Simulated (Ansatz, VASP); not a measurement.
**Two plane-wave programs on C**

```
C
1.0
     2.44070    0.00000    0.00000
    -1.22035    2.11371    0.00000
     0.00000    0.00000   21.95960
C
4
Direct
  0.00000 0.00000 0.57052
  0.00000 0.00000 0.42948
  0.33333 0.66667 0.42946
  0.66667 0.33333 0.57054
```

Alike in both runs: task single point; functional PBE; dispersion D3(BJ); k mesh 18 × 18 × 2; occupations gaussian, width 0.15 eV; no spin polarisation.

|  | VASP | Ansatz |
| --- | --- | --- |
| version | VASP 6.6.1 | Ansatz 0.2.0 |
| potentials or method | VASP PAW PBE potentials, release 64 (C), cutoff 520 eV | scalar-relativistic, plane waves, PAW |
| valence electrons in the cell | 16 | 16 |

|  | VASP | Ansatz | Ansatz less VASP |
| --- | --- | --- | --- |
| gap on the k mesh at the Fermi level (eV) | none | none | - |
| rms of the force components (eV/Å) | 0.048 | 0.048 | 0.0000 |

Atom by atom the forces differ by 0.000 eV/Å (rms over components). A gap of «none» marks a metal or a gap that the smearing closes.
